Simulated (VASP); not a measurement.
# CO2 (I-42d) in VASP: a series of runs

The runs below take CO2 through single point, relaxation of cell and atoms, with LDA.

All numbers are computed with VASP 6.6.1; they aren't measurements. Logs are shortened: lines on timing, memory, paths and dates and some standing lists are left out, and cuts for length are marked.

### 1 The cell of the first run

Symmetry: I-42d, No. 122, tetragonal system. Conventional cell: a = 3.869 Å, b = 3.869 Å, c = 5.895 Å, α = 90.00°, β = 90.00°, γ = 90.00°. C (site symmetry -4) has 4 O at 1.38 Å within 1.8 Å. O (site symmetry 2) has 2 C at 1.38 Å within 1.8 Å.

### 2 Single point, LDA

Contents of INCAR:

```
SYSTEM = CO2
ALGO = Normal ; EDIFF = 1E-6
ENCUT = 520 ; ISIF = 2
ISMEAR = -1 ; LASPH = .True.
LCHARG = .True. ; LELF = .True.
LREAL = .False. ; LVHAR = .True.
LWAVE = .False. ; NBANDS = 25
NELM = 80 ; PREC = Accurate
SIGMA = 0.02
```

Contents of KPOINTS:

```
k-points
0
Gamma
  8 8 8
  0 0 0
```

Contents of POSCAR:

```
CO2
1.0
   -1.9342573344      1.9342573344      2.9473512503
    1.9342573344     -1.9342573344      2.9473512503
    1.9342573344      1.9342573344     -2.9473512503
C O
2 4
Direct
    0.7500000000      0.2500000000      0.5000000000
    0.0000000000      0.0000000000      0.0000000000
    0.7059122995      0.1250000000      0.0809122995
    0.0440877005      0.6250000000      0.9190877005
    0.3750000000      0.2940877005      0.4190877005
    0.8750000000      0.9559122995      0.5809122995
```

Potentials or basis: VASP PAW LDA potentials, release 64 (C, O).

Started as:

```console
cat potpaw_LDA.64/C/POTCAR potpaw_LDA.64/O/POTCAR > POTCAR
mpirun -np 1 vasp_std > vasp.out
```

OUTCAR:

```text
SYSTEM = CO2
   EDIFF = 1E-6
   ENCUT = 520
   ISIF = 2
   ISMEAR = -1
   LASPH = .True.
   LREAL = .False.
   NELM = 80
   PREC = Accurate

 ion  position               nearest neighbor table
   1  0.750  0.250  0.500-   3 1.38   4 1.38   5 1.38   6 1.38
   2  0.000  0.000  0.000-   3 1.38   4 1.38   5 1.38   6 1.38
   3  0.706  0.125  0.081-   1 1.38   2 1.38
   4  0.044  0.625  0.919-   1 1.38   2 1.38
   5  0.375  0.294  0.419-   1 1.38   2 1.38
   6  0.875  0.956  0.581-   1 1.38   2 1.38

  LATTYP: Found a body centered tetragonal cell.
 ALAT       =     3.8685146688
 C/A-ratio  =     1.5237637712

  Lattice vectors:

 A1 = (  -1.9342573344,   1.9342573344,   2.9473512503)
 A2 = (   1.9342573344,  -1.9342573344,   2.9473512503)
 A3 = (   1.9342573344,   1.9342573344,  -2.9473512503)

Analysis of symmetry for initial positions (statically):
=====================================================================
 Subroutine PRICEL returns:
 Original cell was already a primitive cell.

 Routine SETGRP: Setting up the symmetry group for a
 body centered tetragonal supercell.

 Subroutine GETGRP returns: Found  8 space group operations
 (whereof  4 operations were pure point group operations)
 out of a pool of 16 trial point group operations.

The static configuration has the point symmetry S_4 .
 The point group associated with its full space group is D_2d.

Analysis of symmetry for dynamics (positions and initial velocities):
=====================================================================
 Subroutine PRICEL returns:
 Original cell was already a primitive cell.

 Routine SETGRP: Setting up the symmetry group for a
 body centered tetragonal supercell.

 Subroutine GETGRP returns: Found  8 space group operations
 (whereof  4 operations were pure point group operations)
 out of a pool of 16 trial point group operations.

The dynamic configuration has the point symmetry S_4 .
 The point group associated with its full space group is D_2d.

 Subroutine INISYM returns: Found  8 space group operations
 (whereof  4 operations are pure point group operations),
 and found     1 'primitive' translations

----------------------------------------------------------------------------------------

                                     Primitive cell

  volume of cell :      44.1083

  direct lattice vectors                    reciprocal lattice vectors
    -1.934257334  1.934257334  2.947351250     0.000000000  0.258497146  0.169643845
     1.934257334 -1.934257334  2.947351250     0.258497146  0.000000000  0.169643845
     1.934257334  1.934257334 -2.947351250     0.258497146  0.258497146  0.000000000

  length of vectors
     4.021141910  4.021141910  4.021141910     0.309192187  0.309192187  0.365570169

  position of ions in fractional coordinates (direct lattice)
     0.750000000  0.250000000  0.500000000
     0.000000000  0.000000000  0.000000000
     0.705912299  0.125000000  0.080912299
     0.044087701  0.625000000  0.919087701
     0.375000000  0.294087701  0.419087701
     0.875000000  0.955912299  0.580912299

  ion indices of the primitive-cell ions
   primitive index   ion index
                 1           1
                 2           2
                 3           3
                 4           4
                 5           5
                 6           6

----------------------------------------------------------------------------------------

 KPOINTS: k-points

Automatic generation of k-mesh.
 Grid dimensions read from file:
 generate k-points for:    8    8    8

 Generating k-lattice:

  Cartesian coordinates                     Fractional coordinates (reciprocal lattice)
     0.000000000  0.032312143  0.021205481     0.125000000 -0.000000000  0.000000000
     0.032312143  0.000000000  0.021205481    -0.000000000  0.125000000  0.000000000
     0.032312143  0.032312143  0.000000000     0.000000000  0.000000000  0.125000000

  Length of vectors
     0.038649023  0.038649023  0.045696271

  Shift w.r.t. Gamma in fractional coordinates (k-lattice)
     0.000000000  0.000000000  0.000000000

 Subroutine IBZKPT returns following result:
 ===========================================

 Found     59 irreducible k-points:

 Following reciprocal coordinates:
            Coordinates               Weight
  0.000000  0.000000  0.000000      1.000000
  0.125000 -0.000000  0.000000      8.000000
  0.250000 -0.000000  0.000000      8.000000
  0.375000 -0.000000  0.000000      8.000000
  0.500000 -0.000000  0.000000      4.000000
  0.125000  0.125000  0.000000      8.000000
[... 16 lines left out ...]
  0.250000  0.125000  0.125000     16.000000
  0.375000  0.125000  0.125000      8.000000
 [... further k-points ...]
   k-points           NKPTS =     59   k-points in BZ     NKDIM =     59   number of bands    NBANDS=     25
   number of dos      NEDOS =    301   number of ions     NIONS =      6
   total plane-waves  NPLWV =  27000
   dimension x,y,z NGX =    30 NGY =   30 NGZ =   30
   dimension x,y,z NGXF=    60 NGYF=   60 NGZF=   60
   ions per type =               2   4
   NGX,Y,Z   is equivalent  to a cutoff of  12.40, 12.40, 12.40 a.u.
   NGXF,Y,Z  is equivalent  to a cutoff of  24.81, 24.81, 24.81 a.u.
 SYSTEM =  CO2
   PREC   = accura    normal or accurate (medium, high low for compatibility)
   ISTART =      0    job   : 0-new  1-cont  2-samecut
   ICHARG =      2    charge: 1-file 2-atom 10-const
   ISPIN  =      1    spin polarized calculation?
   LNONCOLLINEAR =      F non collinear calculations
   LSORBIT =      F    spin-orbit coupling
   LASPH  =      T    aspherical Exc in radial PAW
   ENCUT  =  520.0 eV  38.22 Ry    6.18 a.u.   7.48  7.48  7.48*2*pi/ulx,y,z
   NELM   =     80;   NELMIN=  2; NELMDL= -5     # of ELM steps
   EDIFF  = 0.1E-05   stopping-criterion for ELM
   LREAL  =      F    real-space projection
   EDIFFG = 0.1E-04   stopping-criterion for IOM
   NSW    =      0    number of steps for IOM
   IBRION =     -1    ionic relax: 0-MD 1-quasi-New 2-CG
   NFREE  =      0    steps in history (QN), initial steepest desc. (CG)
   ISIF   =      2    stress and relaxation
   ISYM   =      2    0-nonsym 1-usesym 2-fastsym
   POTIM  = 0.5000    time-step for ionic-motion
   TEBEG  =    0.0;   TEEND  =   0.0 temperature during run
   PSTRESS=    0.0 pullay stress
   NELECT =      32.0000    total number of electrons
   NUPDOWN=      -1.0000    fix difference up-down
   EMIN   =  10.00;   EMAX   =-10.00  energy-range for DOS
   EFERMI =   0.00;   METHOD = LEGACY
   ISMEAR =    -1;   SIGMA  =   0.02  broadening in eV -4-tet -1-fermi 0-gaus
   EFERMI_NEDOS =   21; number of points for ismear=-14 and -15
   IALGO  =     38    algorithm
   IMIX   =      4    mixing-type and parameters
     AMIX     =   0.40;   BMIX     =  1.00
     AMIX_MAG =   1.60;   BMIX_MAG =  1.00
  volume/ion in A,a.u.               =       7.35        49.61
  Fermi-wavevector in a.u.,A,eV,Ry     =   1.471018  2.779821 29.441570  2.163894
  Thomas-Fermi vector in A             =   2.586205
   LORBIT       =      0    0 simple, 1 ext, 2 COOP (PROOUT), +10 PAW based schemes
   GGA     = CA    functional components
   LHFCALC =     F    Hartree Fock is set to
   AEXX    =    0.0000 exact exchange contribution
   IVDW    =     0    specifies the selected vdW correction
   LEPSILON=     F    determine dielectric tensor
   LRPA    =     F    only Hartree local field effects (RPA)
 non-spin polarized calculation
  energy-cutoff  :      520.00
  volume of cell :       44.11
 maximum number of plane-waves:      1216
 NGX is ok and might be reduce to    30
   NGX = 15   NGY = 15   NGZ = 15

 number of electron      31.9999985 magnetization

 Free energy of the ion-electron system (eV)
  ---------------------------------------------------
  ext. energy  EPLUGINS =         0.00000000
  ---------------------------------------------------
  free energy    TOTEN  =       -49.09972816 eV

  energy without entropy =      -49.09972816  energy(sigma->0) =      -49.09972816

 E-fermi :   3.0504     XC(G=0): -12.0389

 val. band max:        2.6655006657   @ k =   0.5000  -0.0000   0.0000
 cond. band min:      10.1823444698   @ k =   0.0000   0.0000   0.0000
 fundamental gap:      7.5168438040
 Fermi energy:         3.0504478930

 k-point     1 :       0.0000    0.0000    0.0000
  band No.  band energies     occupation
      1     -21.7512      2.00000
      2     -16.3017      2.00000
      3     -16.3017      2.00000
      4     -15.5873      2.00000
      5     -12.1296      2.00000
      6      -7.4760      2.00000
[... 17 lines left out ...]
     24      17.9161      0.00000
     25      17.9161      0.00000

 k-point     2 :       0.1250   -0.0000    0.0000
  band No.  band energies     occupation
      1     -21.6431      2.00000
      2     -16.5631      2.00000
      3     -16.3338      2.00000
      4     -15.7403      2.00000
      5     -11.7852      2.00000
      6      -7.4523      2.00000
[... 17 lines left out ...]
     24      17.8779      0.00000
     25      18.1027      0.00000

 k-point     3 :       0.2500   -0.0000    0.0000
  band No.  band energies     occupation
      1     -21.3383      2.00000
      2     -17.2977      2.00000
      3     -16.3981      2.00000
      4     -15.9091      2.00000
      5     -11.1170      2.00000
      6      -7.4120      2.00000
[... 552 lines left out ...]
 k-point    23 :       0.2500    0.1250    0.1250
  band No.  band energies     occupation
      1     -20.6437      2.00000
      2     -18.4325      2.00000
      3     -16.5439      2.00000
      4     -16.1269      2.00000
      5     -10.1764      2.00000
      6      -7.9802      2.00000
[... 17 lines left out ...]
     24      17.4628      0.00000
     25      17.9199      0.00000

 k-point    24 :       0.3750    0.1250    0.1250
  band No.  band energies     occupation
      1     -20.3870      2.00000
      2     -18.7805      2.00000
      3     -16.5625      2.00000
      4     -16.1835      2.00000
      5      -9.9677      2.00000
      6      -7.9496      2.00000
[... 17 lines left out ...]
     24      17.2659      0.00000
     25      18.0012      0.00000

 [... further k-points ...]

------------------------ aborting loop because EDIFF is reached ----------------------------------------

  FORCE on cell =-STRESS in cart. coord.  units (eV):
  Direction    XX          YY          ZZ          XY          YZ          ZX
  --------------------------------------------------------------------------------------
  -------------------------------------------------------------------------------------
  Total        0.7255386      0.7255386      0.6113665      0.0000000      0.0000000      0.0000000
  in kB       26.3542538     26.3542538     22.2070985      0.0000000      0.0000000      0.0000000
  external PRESSURE =      24.9718687 kB  Pullay stress =       0.0000000 kB

 VOLUME and BASIS-vectors are now :
 -----------------------------------------------------------------------------
  energy-cutoff  :      520.00
  volume of cell :       44.11
      direct lattice vectors                 reciprocal lattice vectors
    -1.934257334  1.934257334  2.947351250     0.000000000  0.258497146  0.169643845
     1.934257334 -1.934257334  2.947351250     0.258497146  0.000000000  0.169643845
     1.934257334  1.934257334 -2.947351250     0.258497146  0.258497146  0.000000000

 POSITION                                       TOTAL-FORCE (eV/Angst)
 -----------------------------------------------------------------------------------
     -0.00000      1.93426      1.47368         0.000000      0.000000     -0.000000
      0.00000      0.00000      0.00000         0.000000      0.000000     -0.000000
     -0.96713      1.28014      2.21051         0.000000     -0.141504      0.000000
      2.90139      0.65412     -0.73684         0.000000      0.141504      0.000000
      0.65412      0.96713      0.73684         0.141504      0.000000      0.000000
      1.28014      0.96713      3.68419        -0.141504      0.000000      0.000000
 -----------------------------------------------------------------------------------
    total drift:                               -0.000001     -0.000001     -0.000001

  FREE ENERGIE OF THE ION-ELECTRON SYSTEM (eV)
  ---------------------------------------------------
  free  energy   TOTEN  =       -49.0997281607 eV

  energy  without entropy=      -49.0997281606  energy(sigma->0) =      -49.09972816
```

It took 49 s on 1 thread of Oxide Virtual Turin-like, shared host; peak memory 0.14 GiB.

Results:

* Free energy: -49.0997 eV
* Pressure: 2.5 GPa
* Largest force: 0.142 eV/Å
* Band gap on the k mesh: 7.52 eV (least direct gap 8.00 eV)

Forces in eV/Å, atoms in the order of the input:
```
C    0.000  0.000  0.000
C    0.000  0.000  0.000
O    0.000 -0.142  0.000
O    0.000  0.142  0.000
O    0.142  0.000  0.000
O   -0.142  0.000  0.000
```

Levels at points of the mesh, in eV from the valence-band top:
```csv
k point,band 13,band 14,band 15,band 16,band 17,band 18,band 19,band 20
"(0.00, 0.00, 0.00)",-1.38,-0.94,-0.94,-0.49,7.52,9.57,9.57,9.93
"(0.50, 0.00, 0.00)",-1.86,-1.56,-0.49,0.00,8.44,9.73,10.23,10.52
"(0.50, 0.50, 0.00)",-0.71,-0.71,-0.56,-0.56,9.29,9.29,10.17,10.17
"(0.50, 0.50, 0.50)",-2.97,-2.97,-0.07,-0.07,8.95,8.95,11.07,11.07
```

[end of part 1 of 2]
